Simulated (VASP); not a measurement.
A run of VASP 6.6.1 is set up as follows.

INCAR

```
PREC = Accurate
ENCUT = 500
EDIFF = 1E-6
ISMEAR = -1
SIGMA = 0.1
LREAL = False
LASPH = True
NELM = 120
ALGO = Normal
ISIF = 2
LWAVE = False
LCHARG = False
GGA = RP
NBANDS = 17
GGA_COMPAT = False
```

The input KPOINTS:

```
Automatic mesh
0
Gamma
  15 15 8
```

The input POSCAR:

```
Pd
1.0
    2.7272239525      0.0000000000      0.0000000000
   -1.3636119762      2.3618452246      0.0000000000
    0.0000000000      0.0000000000      4.5395069345
Pd
2
Direct
    0.3333333333      0.6666666667      0.2500000000
    0.6666666667      0.3333333333      0.7500000000
```

Potentials or basis: VASP PAW PBE potentials, release 64 (Pd).

Command:

```sh
$ cat potpaw_PBE.64/Pd/POTCAR > POTCAR
$ mpirun -np 1 vasp_std > vasp.out
```

(1) Predict the band gap on the k mesh.

(2) Estimate the pressure.

## Answers

(1) zero (bands 10 and 11 overlap by 0.91 eV).

(2) 14.8 GPa.

Caveat: the cell stands under pressure; the PAW data sets were made with another functional, which shifts forces and pressure a little.
